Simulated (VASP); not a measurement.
# Cs3Sn4BBr12 (a cell with a defect) in VASP: single point with PBEsol

Aim: the single point of Cs3Sn4BBr12 (a cell with a defect) with PBEsol.

Everything below comes from runs of VASP 6.6.1. Logs are shortened: lines on timing, memory, paths and dates and some standing lists are left out, and cuts for length are marked.

## 1. The cell of the first run

The cell holds a defect, 40 atoms: a = 11.500 Å, b = 11.500 Å, c = 11.500 Å, α = 90.00°, β = 90.00°, γ = 90.00°.

## 2. Single point, PBEsol

Input file INCAR:

```
  PREC = Accurate
  ENCUT = 420
  EDIFF = 1E-6
  ISMEAR = -1
  SIGMA = 0.05
  LREAL = Auto
  LASPH = T
  NELM = 120
  ALGO = Normal
  ISIF = 2
  LWAVE = F
  LCHARG = T
  GGA = PS
  LELF = T
  LVHAR = T
  ISYM = -1
  NBANDS = 196
  GGA_COMPAT = F
```

Input file KPOINTS:

```
explicit points
1
Reciprocal
  0.25000000   0.25000000   0.25000000 1
```

Input file POSCAR:

```
Cs3Sn4BBr12
1.0
   11.5000000000      0.0000000000      0.0000000000
    0.0000000000     11.5000000000      0.0000000000
    0.0000000000      0.0000000000     11.5000000000
B Cs Sn Br
2 6 8 24
Direct
    0.8739180000      0.9844460000      0.1073330000
    0.4432040000      0.6053670000      0.3560450000
    0.0095070000      0.0292540000      0.5088440000
    0.0199190000      0.4750910000      0.0040770000
    0.0000610000      0.4846760000      0.5280970000
    0.4765130000      0.0055230000      0.9899050000
    0.5005700000      0.0431540000      0.5018620000
    0.4932360000      0.4900880000      0.9797560000
    0.2600810000      0.2557760000      0.2559040000
    0.2567790000      0.2496550000      0.7535840000
    0.2311320000      0.7661410000      0.2305980000
    0.2585560000      0.7491040000      0.7415560000
    0.7587530000      0.2491230000      0.2544110000
    0.7582590000      0.2412910000      0.7560660000
    0.7469290000      0.7320140000      0.2678650000
    0.7574470000      0.7482170000      0.7429540000
    0.2553420000      0.2496050000      0.0072050000
    0.2590710000      0.2684500000      0.5060550000
    0.2176470000      0.7711780000      0.9799050000
    0.3186190000      0.7114450000      0.4672260000
    0.7796260000      0.1477560000      0.0188570000
    0.7559610000      0.2689280000      0.5113070000
    0.7756520000      0.8380240000      0.0243890000
    0.7144610000      0.6884370000      0.5126180000
    0.0102910000      0.2810670000      0.2684620000
    0.0075740000      0.2465110000      0.7483530000
    0.9901810000      0.7165240000      0.2909430000
    0.0089310000      0.7536170000      0.6938060000
    0.5120370000      0.2286860000      0.2351430000
    0.5085020000      0.2423730000      0.7713830000
    0.4858510000      0.7618980000      0.2148160000
    0.5082130000      0.7509900000      0.7943870000
    0.2461360000      0.0102510000      0.2804740000
    0.2680290000      0.9979500000      0.7194730000
    0.2856670000      0.5186160000      0.2296840000
    0.2437760000      0.4992920000      0.7706990000
    0.7571390000      0.9843350000      0.2995410000
    0.7476880000      0.9906620000      0.6949250000
    0.7464030000      0.4878990000      0.1825220000
    0.7713080000      0.4898930000      0.7981260000
```

Potentials or basis: VASP PAW PBE potentials, release 64 (B, Cs_sv, Sn_d, Br).

Command:

```
$ cat potpaw_PBE.64/B/POTCAR potpaw_PBE.64/Cs_sv/POTCAR potpaw_PBE.64/Sn_d/POTCAR potpaw_PBE.64/Br/POTCAR > POTCAR
$ mpirun -np 1 vasp_std > vasp.out
```

OUTCAR:

```text
PREC = Accurate
   ENCUT = 420
   EDIFF = 1E-6
   ISMEAR = -1
   LREAL = Auto
   LASPH = T
   NELM = 120
   ISIF = 2
   GGA = PS
   ISYM = -1

 ion  position               nearest neighbor table
   1  0.874  0.984  0.107-  23 2.24  21 2.40
   2  0.443  0.605  0.356-  20 2.28  31 2.47
   3  0.010  0.029  0.509-
   4  0.020  0.475  0.004-
   5  0.000  0.485  0.528-
   6  0.477  0.006  0.990-
   7  0.501  0.043  0.502-
   8  0.493  0.490  0.980-
   9  0.260  0.256  0.256-  33 2.84  17 2.86  18 2.88  25 2.89  29 2.92  35 3.05
  10  0.257  0.250  0.754-  18 2.85  26 2.87  36 2.88  30 2.90  17 2.92  34 2.92
  11  0.231  0.766  0.231-  33 2.87  19 2.89  27 2.91  35 2.91  31 2.94  20 2.97
  12  0.259  0.749  0.742-  19 2.79  34 2.88  36 2.90  28 2.92  32 2.93  20 3.26
  13  0.759  0.249  0.254-  29 2.86  39 2.87  25 2.92  21 2.96  22 2.96  37 3.09
  14  0.758  0.241  0.756-  22 2.83  26 2.87  30 2.88  40 2.90  38 2.97  21 3.22
  15  0.747  0.732  0.268-  27 2.82  24 2.88  37 2.93  39 2.97  23 3.07  31 3.08
  16  0.757  0.748  0.743-  24 2.78  38 2.84  32 2.93  28 2.95  40 3.04
  17  0.255  0.250  0.007-   9 2.86  10 2.92
  18  0.259  0.268  0.506-  10 2.85   9 2.88
  19  0.218  0.771  0.980-  12 2.79  11 2.89
  20  0.319  0.711  0.467-   2 2.28  11 2.97  12 3.26
  21  0.780  0.148  0.019-   1 2.40  13 2.96  14 3.22
  22  0.756  0.269  0.511-  14 2.83  13 2.96
  23  0.776  0.838  0.024-   1 2.24  15 3.07
  24  0.714  0.688  0.513-  16 2.78  15 2.88
  25  0.010  0.281  0.268-   9 2.89  13 2.92
  26  0.008  0.247  0.748-  10 2.87  14 2.87
  27  0.990  0.717  0.291-  15 2.82  11 2.91
  28  0.009  0.754  0.694-  12 2.92  16 2.95
  29  0.512  0.229  0.235-  13 2.86   9 2.92
  30  0.509  0.242  0.771-  14 2.88  10 2.90
  31  0.486  0.762  0.215-   2 2.47  11 2.94  15 3.08
  32  0.508  0.751  0.794-  16 2.93  12 2.93
  33  0.246  0.010  0.280-   9 2.84  11 2.87
  34  0.268  0.998  0.719-  12 2.88  10 2.92
  35  0.286  0.519  0.230-  11 2.91   9 3.05
  36  0.244  0.499  0.771-  10 2.88  12 2.90
  37  0.757  0.984  0.300-  15 2.93  13 3.09
  38  0.748  0.991  0.695-  16 2.84  14 2.97
  39  0.746  0.488  0.183-  13 2.87  15 2.97
  40  0.771  0.490  0.798-  14 2.90  16 3.04

IMPORTANT INFORMATION: All symmetrisations will be switched off!
NOSYMM: (Re-)initialisation of all symmetry stuff for point group C_1.

----------------------------------------------------------------------------------------

                                     Primitive cell

  volume of cell :    1520.8750

  direct lattice vectors                    reciprocal lattice vectors
    11.500000000  0.000000000  0.000000000     0.086956522  0.000000000  0.000000000
     0.000000000 11.500000000  0.000000000     0.000000000  0.086956522  0.000000000
     0.000000000  0.000000000 11.500000000     0.000000000  0.000000000  0.086956522

  length of vectors
    11.500000000 11.500000000 11.500000000     0.086956522  0.086956522  0.086956522

  position of ions in fractional coordinates (direct lattice)
     0.873918000  0.984446000  0.107333000
     0.443204000  0.605367000  0.356045000
     0.009507000  0.029254000  0.508844000
     0.019919000  0.475091000  0.004077000
     0.000061000  0.484676000  0.528097000
     0.476513000  0.005523000  0.989905000
[... 32 lines left out ...]
     0.746403000  0.487899000  0.182522000
     0.771308000  0.489893000  0.798126000

  ion indices of the primitive-cell ions
   primitive index   ion index
                 1           1
                 2           2
                 3           3
                 4           4
                 5           5
                 6           6
[... 32 lines left out ...]
                39          39
                40          40

----------------------------------------------------------------------------------------

 KPOINTS: explicit points

Read explicit list of k-points.

 Found      1 k-points:

 Following reciprocal coordinates:
            Coordinates               Weight
  0.250000  0.250000  0.250000      1.000000
   k-points           NKPTS =      1   k-points in BZ     NKDIM =      1   number of bands    NBANDS=    196
   number of dos      NEDOS =    301   number of ions     NIONS =     40
   total plane-waves  NPLWV = 512000
   dimension x,y,z NGX =    80 NGY =   80 NGZ =   80
   dimension x,y,z NGXF=   160 NGYF=  160 NGZF=  160
   ions per type =               2   6   8  24
   NGX,Y,Z   is equivalent  to a cutoff of  11.56, 11.56, 11.56 a.u.
   NGXF,Y,Z  is equivalent  to a cutoff of  23.13, 23.13, 23.13 a.u.
 SYSTEM =  unknown system
   PREC   = accura    normal or accurate (medium, high low for compatibility)
   ISTART =      0    job   : 0-new  1-cont  2-samecut
   ICHARG =      2    charge: 1-file 2-atom 10-const
   ISPIN  =      1    spin polarized calculation?
   LNONCOLLINEAR =      F non collinear calculations
   LSORBIT =      F    spin-orbit coupling
   LASPH  =      T    aspherical Exc in radial PAW
   ENCUT  =  420.0 eV  30.87 Ry    5.56 a.u.  19.22 19.22 19.22*2*pi/ulx,y,z
   NELM   =    120;   NELMIN=  2; NELMDL= -5     # of ELM steps
   EDIFF  = 0.1E-05   stopping-criterion for ELM
   LREAL  =      T    real-space projection
   EDIFFG = 0.1E-04   stopping-criterion for IOM
   NSW    =      0    number of steps for IOM
   IBRION =     -1    ionic relax: 0-MD 1-quasi-New 2-CG
   NFREE  =      0    steps in history (QN), initial steepest desc. (CG)
   ISIF   =      2    stress and relaxation
   ISYM   =     -1    0-nonsym 1-usesym 2-fastsym
   POTIM  = 0.5000    time-step for ionic-motion
   TEBEG  =    0.0;   TEEND  =   0.0 temperature during run
   PSTRESS=    0.0 pullay stress
   NELECT =     340.0000    total number of electrons
   NUPDOWN=      -1.0000    fix difference up-down
   EMIN   =  10.00;   EMAX   =-10.00  energy-range for DOS
   EFERMI =   0.00;   METHOD = LEGACY
   ISMEAR =    -1;   SIGMA  =   0.05  broadening in eV -4-tet -1-fermi 0-gaus
   EFERMI_NEDOS =   21; number of points for ismear=-14 and -15
   IALGO  =     38    algorithm
   IMIX   =      4    mixing-type and parameters
     AMIX     =   0.40;   BMIX     =  1.00
     AMIX_MAG =   1.60;   BMIX_MAG =  1.00
  volume/ion in A,a.u.               =      38.02       256.58
  Fermi-wavevector in a.u.,A,eV,Ry     =   0.993581  1.877596 13.431716  0.987203
  Thomas-Fermi vector in A             =   2.125473
   LORBIT       =      0    0 simple, 1 ext, 2 COOP (PROOUT), +10 PAW based schemes
   GGA     = PS    functional components
   LHFCALC =     F    Hartree Fock is set to
   AEXX    =    0.0000 exact exchange contribution
   IVDW    =     0    specifies the selected vdW correction
   LEPSILON=     F    determine dielectric tensor
   LRPA    =     F    only Hartree local field effects (RPA)
 non-spin polarized calculation
  energy-cutoff  :      420.00
  volume of cell :     1520.88
 maximum number of plane-waves:     29725
 NGX is ok and might be reduce to    80
   NGX = 39   NGY = 39   NGZ = 39

 number of electron     339.9999996 magnetization

 Free energy of the ion-electron system (eV)
  ---------------------------------------------------
  ext. energy  EPLUGINS =         0.00000000
  ---------------------------------------------------
  free energy    TOTEN  =      -132.61743454 eV

  energy without entropy =     -132.61743443  energy(sigma->0) =     -132.61743448

 E-fermi :   1.9775     XC(G=0):  -7.8018

 val. band max:        1.1098900455   @ k =   0.2500   0.2500   0.2500
 cond. band min:       2.8481094060   @ k =   0.2500   0.2500   0.2500
 fundamental gap:      1.7382193605
 Fermi energy:         1.9774814989

 k-point     1 :       0.2500    0.2500    0.2500
  band No.  band energies     occupation
      1     -20.3921      2.00000
      2     -20.3838      2.00000
      3     -20.3799      2.00000
      4     -20.3755      2.00000
      5     -20.3721      2.00000
      6     -20.3635      2.00000
[... 174 lines left out ...]
    181       3.7864      0.00000
    182       3.8334      0.00000
 [bands above 182 left out]

------------------------ aborting loop because EDIFF is reached ----------------------------------------

  FORCE on cell =-STRESS in cart. coord.  units (eV):
  Direction    XX          YY          ZZ          XY          YZ          ZX
  --------------------------------------------------------------------------------------
  -------------------------------------------------------------------------------------
  Total       -2.2468717     -3.7864951     -3.9784659     -0.6486785     -0.4160552     -0.0732557
  in kB       -2.3669841     -3.9889121     -4.1911452     -0.6833553     -0.4382965     -0.0771717
  external PRESSURE =      -3.5156804 kB  Pullay stress =       0.0000000 kB

 VOLUME and BASIS-vectors are now :
 -----------------------------------------------------------------------------
  energy-cutoff  :      420.00
  volume of cell :     1520.88
      direct lattice vectors                 reciprocal lattice vectors
    11.500000000  0.000000000  0.000000000     0.086956522  0.000000000  0.000000000
     0.000000000 11.500000000  0.000000000     0.000000000  0.086956522  0.000000000
     0.000000000  0.000000000 11.500000000     0.000000000  0.000000000  0.086956522

 POSITION                                       TOTAL-FORCE (eV/Angst)
 -----------------------------------------------------------------------------------
     10.05006     11.32113      1.23433        -0.003931     -0.020284      0.003758
      5.09685      6.96172      4.09452        -0.021140      0.007465     -0.004244
      0.10933      0.33642      5.85171        -0.001662     -0.003375     -0.005820
      0.22907      5.46355      0.04689        -0.001310      0.000773     -0.006390
      0.00070      5.57377      6.07312        -0.000608      0.003697     -0.005097
      5.47990      0.06351     11.38391        -0.001294     -0.000504     -0.000809
[... 32 lines left out ...]
      8.58363      5.61084      2.09900         0.005111     -0.004569      0.000876
      8.87004      5.63377      9.17845         0.006757      0.002284      0.003242
 -----------------------------------------------------------------------------------
    total drift:                               -0.015783      0.000733     -0.006133

  FREE ENERGIE OF THE ION-ELECTRON SYSTEM (eV)
  ---------------------------------------------------
  free  energy   TOTEN  =      -132.6174345375 eV

  energy  without entropy=     -132.6174344296  energy(sigma->0) =     -132.61743448
```

Run time: 10 min. Hardware: 1 thread of Intel Xeon Platinum 8488C (Sapphire Rapids), shared host; peak memory 1 GiB.

Results:

```yaml
Free_energy: -132.6174 eV
Pressure: -0.4 GPa
Largest_force: 0.023 eV/Å
Band_gap_on_the_k_mesh: 1.74 eV
```

Forces on the atoms (eV/Å):
```
B   -0.004 -0.020  0.004
B   -0.021  0.007 -0.004
Cs  -0.002 -0.003 -0.006
Cs  -0.001  0.001 -0.006
Cs  -0.001  0.004 -0.005
Cs  -0.001 -0.001 -0.001
Cs  -0.004  0.000 -0.005
Cs   0.002 -0.004  0.008
Sn  -0.001  0.014  0.002
Sn   0.005 -0.011  0.002
Sn   0.015 -0.007 -0.015
Sn   0.007  0.003  0.008
Sn   0.007  0.006 -0.002
Sn  -0.004  0.001  0.004
Sn   0.007  0.006 -0.011
Sn   0.008  0.003  0.009
Br   0.000 -0.004 -0.005
Br   0.004 -0.001 -0.003
Br   0.002 -0.007  0.007
Br   0.011  0.006  0.003
Br  -0.002  0.010 -0.010
Br  -0.001 -0.003 -0.001
Br   0.012  0.007 -0.003
Br  -0.002 -0.004  0.000
Br  -0.003 -0.005  0.004
Br   0.001 -0.003  0.004
Br  -0.016  0.006  0.006
Br  -0.010 -0.001  0.003
Br  -0.003  0.003  0.001
Br   0.001  0.003 -0.002
Br  -0.003 -0.006 -0.004
Br  -0.011  0.001 -0.007
Br   0.002 -0.005  0.003
Br   0.007 -0.002  0.000
Br   0.003 -0.002  0.006
Br  -0.003  0.010 -0.003
Br  -0.006  0.003  0.009
Br  -0.007 -0.004  0.006
Br   0.005 -0.005  0.001
Br   0.007  0.002  0.003
```

Stress tensor (GPa, compression positive):
```
-0.24 -0.07 -0.01
-0.07 -0.40 -0.04
-0.01 -0.04 -0.42
```

Levels at points of the mesh, in eV from the valence-band top:
| k point | band 167 | band 168 | band 169 | band 170 | band 171 | band 172 | band 173 | band 174 |
| --- | --- | --- | --- | --- | --- | --- | --- | --- |
| (0.25, 0.25, 0.25) | -0.75 | -0.42 | -0.30 | 0.00 | 1.74 | 1.89 | 1.97 | 2.05 |

Caveat: the PAW data sets were made with another functional, which shifts forces and pressure a little; spin-orbit coupling is left out, which moves the levels of the heavy elements.
